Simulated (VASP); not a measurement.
# MgB2 (P6/mmm) in VASP: further runs

Aim: see how the results for MgB2 move with the level of theory and the settings. Levels: PBE-based global hybrid with 15 % exact exchange, PBE-based global hybrid with 25 % exact exchange, r2SCAN. Tasks: single point.

Everything below comes from runs of VASP 6.6.1. Logs are shortened: lines on timing, memory, paths and dates and some standing lists are left out, and cuts for length are marked.

## (1) The cell of the first run

Symmetry: P6/mmm, No. 191, hexagonal system. The conventional cell has a = 3.085 Å, b = 3.085 Å, c = 3.523 Å, α = 90.00°, β = 90.00°, γ = 120.00°. Within 3.3 Å of Mg (site symmetry 6/mmm) lie 12 B at 2.51 Å and 6 Mg at 3.08 to 3.09 Å. Within 2.4 Å of B (site symmetry -6m2) lie 3 B at 1.78 Å.

## (2) Single point, PBE-based global hybrid with 15 % exact exchange

Input file POSCAR:

```
MgB2
1.0
    3.0850000000      0.0000000000      0.0000000000
   -1.5425000000      2.6716883707      0.0000000000
    0.0000000000      0.0000000000      3.5230000000
Mg B
1 2
Direct
    0.0000000000      0.0000000000      0.0000000000
    0.6666666667      0.3333333333      0.5000000000
    0.3333333333      0.6666666667      0.5000000000
```

Input file INCAR.step1:

```
SYSTEM = MgB2
PREC     = Accurate       ! precision mode
ENCUT    = 520            ! plane-wave cutoff, eV
EDIFF    = 1E-5           ! SCF threshold, eV
ISMEAR   = -1             ! smearing method
SIGMA    = 0.05           ! smearing width, eV
LREAL    = .False.        ! projectors in reciprocal space
LASPH    = .True.         ! aspherical terms in the spheres
NELM     = 80             ! most SCF steps
ALGO     = Normal         ! electronic algorithm
ISIF     = 2              ! what is computed and relaxed
LWAVE    = .True.         ! write WAVECAR
GGA      = PE             ! functional
NBANDS   = 11             ! bands
```

Input file INCAR.step2:

```
SYSTEM = MgB2
PREC     = Accurate       ! precision mode
ENCUT    = 520            ! plane-wave cutoff, eV
EDIFF    = 1E-7           ! SCF threshold, eV
ISMEAR   = -1             ! smearing method
SIGMA    = 0.05           ! smearing width, eV
LREAL    = .False.        ! projectors in reciprocal space
LASPH    = .True.         ! aspherical terms in the spheres
NELM     = 80             ! most SCF steps
ALGO     = Normal         ! electronic algorithm
ISIF     = 2              ! what is computed and relaxed
LWAVE    = .False.        ! write WAVECAR
LCHARG   = .True.         ! write CHGCAR
GGA      = PE             ! functional
LHFCALC  = .True.         ! exact exchange
AEXX     = 0.15           ! exact-exchange fraction
PRECFOCK = Normal       
LELF     = .True.         ! ELF
LVHAR    = .True.       
ISTART   = 1            
NBANDS   = 11             ! bands
```

Input file KPOINTS:

```
regular mesh
0
Gamma
  6 6 4
  0 0 0
```

Potentials or basis: VASP PAW PBE potentials, release 64 (Mg, B).

Launch:

```console
cat potpaw_PBE.64/Mg/POTCAR potpaw_PBE.64/B/POTCAR > POTCAR
cp INCAR.step1 INCAR
mpirun -np 1 vasp_std > vasp.out
cp INCAR.step2 INCAR
mpirun -np 1 vasp_std > vasp.out
```

OUTCAR:

```text
SYSTEM = MgB2
   PREC = Accurate
   ENCUT = 520
   EDIFF = 1E-7
   ISMEAR = -1
   LREAL = .False.
   LASPH = .True.
   NELM = 80
   ISIF = 2
   GGA = PE
   LHFCALC = .True.
   AEXX = 0.15
   PRECFOCK = Normal
   ISTART = 1

 ion  position               nearest neighbor table
   1  0.000  0.000  0.000-   2 2.51   3 2.51   2 2.51   3 2.51   2 2.51   2 2.51   3 2.51   3 2.51
                             2 2.51   2 2.51   3 2.51   3 2.51
   2  0.667  0.333  0.500-   3 1.78   3 1.78   3 1.78   1 2.51   1 2.51   1 2.51   1 2.51   1 2.51
                             1 2.51
   3  0.333  0.667  0.500-   2 1.78   2 1.78   2 1.78   1 2.51   1 2.51   1 2.51   1 2.51   1 2.51
                             1 2.51

  LATTYP: Found a hexagonal cell.
 ALAT       =     3.0850000000
 C/A-ratio  =     1.1419773096

  Lattice vectors:

 A1 = (   3.0850000000,   0.0000000000,   0.0000000000)
 A2 = (  -1.5425000000,   2.6716883707,   0.0000000000)
 A3 = (   0.0000000000,   0.0000000000,   3.5230000000)

Analysis of symmetry for initial positions (statically):
=====================================================================
 Subroutine PRICEL returns:
 Original cell was already a primitive cell.

 Routine SETGRP: Setting up the symmetry group for a
 hexagonal supercell.

 Subroutine GETGRP returns: Found 24 space group operations
 (whereof 24 operations were pure point group operations)
 out of a pool of 24 trial point group operations.

The static configuration has the point symmetry D_6h.

Analysis of symmetry for dynamics (positions and initial velocities):
=====================================================================
 Subroutine PRICEL returns:
 Original cell was already a primitive cell.

 Routine SETGRP: Setting up the symmetry group for a
 hexagonal supercell.

 Subroutine GETGRP returns: Found 24 space group operations
 (whereof 24 operations were pure point group operations)
 out of a pool of 24 trial point group operations.

The dynamic configuration has the point symmetry D_6h.

 Subroutine INISYM returns: Found 24 space group operations
 (whereof 24 operations are pure point group operations),
 and found     1 'primitive' translations

----------------------------------------------------------------------------------------

                                     Primitive cell

  volume of cell :      29.0371

  direct lattice vectors                    reciprocal lattice vectors
     3.085000000  0.000000000  0.000000000     0.324149109  0.187147575  0.000000000
    -1.542500000  2.671688371  0.000000000     0.000000000  0.374295150  0.000000000
     0.000000000  0.000000000  3.523000000     0.000000000  0.000000000  0.283848992

  length of vectors
     3.085000000  3.085000000  3.523000000     0.374295150  0.374295150  0.283848992

  position of ions in fractional coordinates (direct lattice)
     0.000000000  0.000000000  0.000000000
     0.666666667  0.333333333  0.500000000
     0.333333333  0.666666667  0.500000000

  ion indices of the primitive-cell ions
   primitive index   ion index
                 1           1
                 2           2
                 3           3

----------------------------------------------------------------------------------------

 KPOINTS: regular mesh

Automatic generation of k-mesh.
 Grid dimensions read from file:
 generate k-points for:    6    6    4

 Generating k-lattice:

  Cartesian coordinates                     Fractional coordinates (reciprocal lattice)
     0.054024851  0.031191263  0.000000000     0.166666667  0.000000000  0.000000000
     0.000000000  0.062382525  0.000000000     0.000000000  0.166666667  0.000000000
     0.000000000  0.000000000  0.070962248     0.000000000  0.000000000  0.250000000

  Length of vectors
     0.062382525  0.062382525  0.070962248

  Shift w.r.t. Gamma in fractional coordinates (k-lattice)
     0.000000000  0.000000000  0.000000000

 Subroutine IBZKPT returns following result:
 ===========================================

 Found     21 irreducible k-points:

 Following reciprocal coordinates:
            Coordinates               Weight
  0.000000  0.000000  0.000000      1.000000
  0.166667  0.000000  0.000000      6.000000
  0.333333 -0.000000  0.000000      6.000000
  0.500000 -0.000000  0.000000      3.000000
  0.166667  0.166667  0.000000      6.000000
  0.333333  0.166667  0.000000     12.000000
[... 13 lines left out ...]
  0.333333  0.166667  0.500000     12.000000
  0.333333  0.333333  0.500000      2.000000
   k-points           NKPTS =     21   k-points in BZ     NKDIM =    144   number of bands    NBANDS=     11
   number of dos      NEDOS =    301   number of ions     NIONS =      3
   total plane-waves  NPLWV =  16128
   dimension x,y,z NGX =    24 NGY =   24 NGZ =   28
   dimension x,y,z NGXF=    48 NGYF=   48 NGZF=   56
   ions per type =               1   2
   NGX,Y,Z   is equivalent  to a cutoff of  12.93, 12.93, 13.21 a.u.
[... 36 lines left out ...]
   GGA     = PE    functional components
   LHFCALC =     T    Hartree Fock is set to
   PRECFOCK=normal    Normal, Fast or Accurate (Low or Medium for compatibility)
   ENCUT4O =  -1.0   cutoff for four orbital integrals eV
   NKREDX  =     1    reduce k-point grid by
   NKREDY  =     1    reduce k-point grid by
   NKREDZ  =     1    reduce k-point grid by
   AEXX    =    0.1500 exact exchange contribution
   HFSCREEN=    0.0000 screening length (either q_TF or 0.3 A-1)
   HFSCREENC=   0.0000 screening length for correlation (either q_TF or 0.3 A-1)
   ENCUTFOCK=  -1.0 apply spherical cutoff to Coloumb kernel
   IVDW    =     0    specifies the selected vdW correction
   LEPSILON=     F    determine dielectric tensor
   LRPA    =     F    only Hartree local field effects (RPA)
 non-spin polarized calculation
  energy-cutoff  :      520.00
  volume of cell :       29.04
 maximum number of plane-waves:       806
 NGX is ok and might be reduce to    24
  NGX = 18; NGY = 18; NGZ = 20

 number of electron       8.0000000 magnetization

 Free energy of the ion-electron system (eV)
  ---------------------------------------------------
  ext. energy  EPLUGINS =         0.00000000
  ---------------------------------------------------
  free energy    TOTEN  =       -16.57826111 eV

  energy without entropy =      -16.57283191  energy(sigma->0) =      -16.57554651

 E-fermi :   5.3427     XC(G=0):  -9.5177

 val. band max:        4.6220312594   @ k =   0.3333   0.1667   0.5000
 cond. band min:       5.3779718406   @ k =   0.3333   0.1667   0.0000
 fundamental gap:      0.7559405812
 Fermi energy:         5.3426630451

 k-point     1 :       0.0000    0.0000    0.0000
  band No.  band energies     occupation
      1      -8.5403      2.00000
      2       1.7188      2.00000
      3       5.5602      0.02548
      4       5.5602      0.02547
      5       7.2982      0.00000
      6      12.1274      0.00000
      7      12.1274      0.00000
      8      14.0391      0.00000
      9      16.2187      0.00000
     10      18.6575      0.00000
     11      22.1942      0.00000

 k-point     2 :       0.1667    0.0000    0.0000
  band No.  band energies     occupation
      1      -8.0295      2.00000
      2       2.2407      2.00000
      3       3.0019      2.00000
      4       4.2198      2.00000
      5       7.7482      0.00000
      6      11.6323      0.00000
      7      14.1134      0.00000
      8      14.5232      0.00000
      9      15.0112      0.00000
     10      20.6315      0.00000
     11      20.8703      0.00000

 k-point     3 :       0.3333   -0.0000    0.0000
  band No.  band energies     occupation
      1      -6.5210      2.00000
      2      -0.7053      2.00000
      3       2.9098      2.00000
      4       3.7791      2.00000
      5       8.9526      0.00000
      6      10.7766      0.00000
      7      11.1218      0.00000
      8      14.5944      0.00000
      9      18.0733      0.00000
     10      19.2467      0.00000
     11      20.4730      0.00000
[... 225 lines left out ...]
 k-point    20 :       0.3333    0.1667    0.5000
  band No.  band energies     occupation
      1      -3.9899      2.00000
      2      -1.2374      2.00000
      3       0.7339      2.00000
      4       1.3113      2.00000
      5       4.6220      2.00000
      6      11.1131      0.00000
      7      13.7431      0.00000
      8      18.3093      0.00000
      9      18.8758      0.00000
     10      19.4487      0.00000
     11      21.4815      0.00000

 k-point    21 :       0.3333    0.3333    0.5000
  band No.  band energies     occupation
      1      -2.0967      2.00000
      2      -2.0967      2.00000
      3      -0.7573      2.00000
      4       2.7902      2.00000
      5       2.7902      2.00000
      6       9.2587      0.00000
      7      17.6308      0.00000
      8      18.0682      0.00000
      9      18.0682      0.00000
     10      20.1294      0.00000
     11      20.1294      0.00000

------------------------ aborting loop because EDIFF is reached ----------------------------------------

  FORCE on cell =-STRESS in cart. coord.  units (eV):
  Direction    XX          YY          ZZ          XY          YZ          ZX
  --------------------------------------------------------------------------------------
  -------------------------------------------------------------------------------------
  Total       -0.1956120     -0.1956120     -0.9267548      0.0000000     -0.0000000      0.0000000
  in kB      -10.7932572    -10.7932572    -51.1354166      0.0000000     -0.0000000      0.0000000
  external PRESSURE =     -24.2406437 kB  Pullay stress =       0.0000000 kB

 VOLUME and BASIS-vectors are now :
 -----------------------------------------------------------------------------
  energy-cutoff  :      520.00
  volume of cell :       29.04
      direct lattice vectors                 reciprocal lattice vectors
     3.085000000  0.000000000  0.000000000     0.324149109  0.187147575  0.000000000
    -1.542500000  2.671688371  0.000000000     0.000000000  0.374295150  0.000000000
     0.000000000  0.000000000  3.523000000     0.000000000  0.000000000  0.283848992

 POSITION                                       TOTAL-FORCE (eV/Angst)
 -----------------------------------------------------------------------------------
      0.00000      0.00000      0.00000        -0.000000     -0.000000      0.000000
      1.54250      0.89056      1.76150        -0.000000     -0.000000      0.000000
     -0.00000      1.78113      1.76150         0.000000      0.000000      0.000000
 -----------------------------------------------------------------------------------
    total drift:                                0.000000     -0.000000     -0.000000

  FREE ENERGIE OF THE ION-ELECTRON SYSTEM (eV)
  ---------------------------------------------------
  free  energy   TOTEN  =       -16.5782611053 eV

  energy  without entropy=      -16.5728319062  energy(sigma->0) =      -16.57554651
```

Wall time 8 min (1 thread of AMD EPYC 7R43 (Zen 3), shared host); peak memory 0.12 GiB.

What came out:

```yaml
Free_energy: -16.5783 eV
Pressure: -2.4 GPa
Band_gap_on_the_k_mesh: zero (bands 4 and 5 overlap by 4.63 eV)
```

Levels at points of the mesh, in eV from the Fermi level:
| k point | band 1 | band 2 | band 3 | band 4 | band 5 | band 6 | band 7 | band 8 |
| --- | --- | --- | --- | --- | --- | --- | --- | --- |
| (0.00, 0.00, 0.00) | -13.88 | -3.62 | 0.22 | 0.22 | 1.96 | 6.78 | 6.78 | 8.70 |
| (0.50, 0.00, 0.00) | -9.77 | -8.96 | -2.92 | 0.30 | 3.48 | 4.26 | 5.75 | 7.65 |
| (0.00, 0.00, 0.50) | -12.54 | -8.45 | 0.63 | 0.63 | 7.14 | 7.14 | 8.72 | 10.57 |
| (0.50, 0.00, 0.50) | -8.72 | -7.99 | -4.27 | -2.60 | -1.66 | 6.16 | 9.41 | 9.43 |

Caveat: the k points lie up to 0.45 Å⁻¹ apart, too coarse for converged energies and pressures of a metal; the PAW data sets were made with another functional, which shifts forces and pressure a little.

## (3) Single point, PBE-based global hybrid with 25 % exact exchange

POSCAR is that of step 2.

Input file INCAR.step1:

```
SYSTEM = MgB2
  PREC = Accurate
  ENCUT = 520
  EDIFF = 1E-5
  ISMEAR = -1
  SIGMA = 0.05
  LREAL = .FALSE.
  LASPH = .TRUE.
  NELM = 60
  ALGO = Normal
  ISIF = 2
  LWAVE = .TRUE.
  LCHARG = .FALSE.
  NBANDS = 11
  GGA = PE
```

Input file INCAR.step2:

```
SYSTEM = MgB2
  PREC = Accurate
  ENCUT = 520
  EDIFF = 1E-6
  ISMEAR = -1
  SIGMA = 0.05
  LREAL = .FALSE.
  LASPH = .TRUE.
  NELM = 60
  ALGO = Normal
  ISIF = 2
  LWAVE = .FALSE.
  LCHARG = .FALSE.
  GGA = PE
  LHFCALC = .TRUE.
  AEXX = 0.25
  PRECFOCK = Normal
  NBANDS = 11
  ISTART = 1
```

Input file KPOINTS:

```
Automatic mesh
0
G
  6 6 4
  0 0 0
```

Potentials or basis: VASP PAW PBE potentials, release 64 (Mg, B).

Launch:

```console
cat potpaw_PBE.64/Mg/POTCAR potpaw_PBE.64/B/POTCAR > POTCAR
cp INCAR.step1 INCAR
mpirun -np 1 vasp_std > vasp.out
cp INCAR.step2 INCAR
mpirun -np 1 vasp_std > vasp.out
```

It took 9.9 min on 1 thread of AMD EPYC 7R43 (Zen 3), shared host; peak memory 0.12 GiB.

The run converged. Its results:

```
Free energy            : -17.4329 eV
Pressure               : -3.0 GPa
Band gap on the k mesh : zero (bands 4 and 5 overlap by 5.22 eV)
```

Stress tensor (GPa, compression positive):
```
-0.85  0.00  0.00
 0.00 -0.85  0.00
 0.00  0.00 -7.27
```

Levels at points of the mesh, in eV from the Fermi level:
```tsv
k point	band 1	band 2	band 3	band 4	band 5	band 6	band 7	band 8
(0.00, 0.00, 0.00)	-14.92	-4.12	-0.56	-0.56	2.09	7.05	7.05	9.05
(0.50, 0.00, 0.00)	-10.65	-9.77	-3.48	0.34	3.71	4.46	5.97	7.96
(0.00, 0.00, 0.50)	-13.53	-9.19	0.47	0.47	7.42	7.42	9.18	11.01
(0.50, 0.00, 0.50)	-9.56	-8.76	-4.79	-3.14	-1.97	6.42	9.68	9.81
```

Caveat: the k points lie up to 0.45 Å⁻¹ apart, too coarse for converged energies and pressures of a metal; the PAW data sets were made with another functional, which shifts forces and pressure a little.

## (4) Single point, r2SCAN

This run uses another cell than the first one, of 10.26 Å³/atom.

Input file POSCAR:

```
MgB2
1.0
    3.1455055572      0.0000000000      0.0000000000
   -1.5727527786      2.7240877203      0.0000000000
    0.0000000000      0.0000000000      3.5920959734
Mg B
1 2
Direct
    0.0000000000      0.0000000000      0.0000000000
    0.6666666667      0.3333333333      0.5000000000
    0.3333333333      0.6666666667      0.5000000000
```

Input file INCAR.step1:

```
SYSTEM = MgB2
PREC     = Accurate       ! precision mode
ENCUT    = 750            ! plane-wave cutoff, eV
ISMEAR   = -1             ! smearing method
SIGMA    = 0.05           ! smearing width, eV
LREAL    = .False.        ! projectors in reciprocal space
LASPH    = .True.         ! aspherical terms in the spheres
NELM     = 120            ! most SCF steps
NBANDS   = 15             ! bands
GGA      = PE             ! functional
ALGO     = Normal         ! electronic algorithm
EDIFF    = 1E-5           ! SCF threshold, eV
LWAVE    = .True.         ! write WAVECAR
LCHARG   = .False.        ! write CHGCAR
GGA_COMPAT= .False.
```

Input file INCAR.step2:

```
SYSTEM = MgB2
PREC     = Accurate       ! precision mode
ENCUT    = 750            ! plane-wave cutoff, eV
EDIFF    = 1E-6           ! SCF threshold, eV
ISMEAR   = -1             ! smearing method
SIGMA    = 0.05           ! smearing width, eV
LREAL    = .False.        ! projectors in reciprocal space
LASPH    = .True.         ! aspherical terms in the spheres
NELM     = 120            ! most SCF steps
ALGO     = Normal         ! electronic algorithm
ISIF     = 2              ! what is computed and relaxed
LWAVE    = .False.        ! write WAVECAR
LCHARG   = .False.        ! write CHGCAR
METAGGA  = R2SCAN         ! meta-GGA
LMIXTAU  = .True.       
NBANDS   = 15             ! bands
ISTART   = 1            
GGA_COMPAT= .False.
```

Input file KPOINTS:

```
Automatic mesh
0
Gamma
  10 10 8
  0 0 0
```

Potentials or basis: VASP PAW PBE potentials, release 64 (Mg_sv, B).

Launch:

```console
cat potpaw_PBE.64/Mg_sv/POTCAR potpaw_PBE.64/B/POTCAR > POTCAR
cp INCAR.step1 INCAR
mpirun -np 1 vasp_std > vasp.out
cp INCAR.step2 INCAR
mpirun -np 1 vasp_std > vasp.out
```

It took 2.4 min on 1 thread of AMD EPYC 7R43 (Zen 3), shared host; peak memory 0.17 GiB.

It converged, with:

* Free energy: -19.3599 eV
* Pressure: -10.2 GPa
* Band gap on the k mesh: zero (bands 8 and 9 overlap by 2.45 eV)

Stress tensor (GPa, compression positive):
```
-11.29   0.00   0.00
  0.00 -11.29   0.00
  0.00   0.00  -8.01
```

Levels at points of the mesh, in eV from the Fermi level:
| k point | band 6 | band 7 | band 8 | band 9 | band 10 | band 11 |
| --- | --- | --- | --- | --- | --- | --- |
| (0.00, 0.00, 0.00) | -3.04 | 0.31 | 0.31 | 1.79 | 6.34 | 6.34 |
| (0.50, 0.00, 0.00) | -8.07 | -2.28 | 0.19 | 3.12 | 3.92 | 5.45 |
| (0.00, 0.00, 0.50) | -7.49 | 0.68 | 0.68 | 6.68 | 6.68 | 8.17 |
| (0.50, 0.00, 0.50) | -7.19 | -3.62 | -1.98 | -1.22 | 5.59 | 9.12 |

Caveat: the cell stands under tension; the PAW data sets were made with another functional, which shifts forces and pressure a little.

## (5) The runs side by side

```csv
level,potentials or basis,cell,k mesh,cutoff (eV),grid for exact exchange (PRECFOCK),share of exact exchange,mended,gap on the mesh (eV),pressure (GPa)
PBE-based global hybrid with 15 % exact exchange,"VASP PAW PBE potentials, release 64 (Mg, B)","a = 3.085, b = 3.085, c = 3.523 Å, angles 90.0, 90.0, 120.0°, 3 atoms",6 × 6 × 4,520,Normal,0.15,-,none,-2.4
PBE-based global hybrid with 25 % exact exchange,"VASP PAW PBE potentials, release 64 (Mg, B)","a = 3.085, b = 3.085, c = 3.523 Å, angles 90.0, 90.0, 120.0°, 3 atoms",6 × 6 × 4,520,Normal,0.25,-,none,-3.0
r2SCAN,"VASP PAW PBE potentials, release 64 (Mg_sv, B)","a = 3.146, b = 3.146, c = 3.592 Å, angles 90.0, 90.0, 120.0°, 3 atoms",10 × 10 × 8,750,-,-,yes,none,-10.2
```

Alike in all rows: task single point; no spin polarisation; smearing fermi-dirac 0.05 eV.

Caveats: some runs use coarse meshes; the PAW data sets were made with another functional, which shifts forces and pressure a little; the cell stands under tension (at least some runs).

Absolute energies hang on the potentials; compare differences alone.
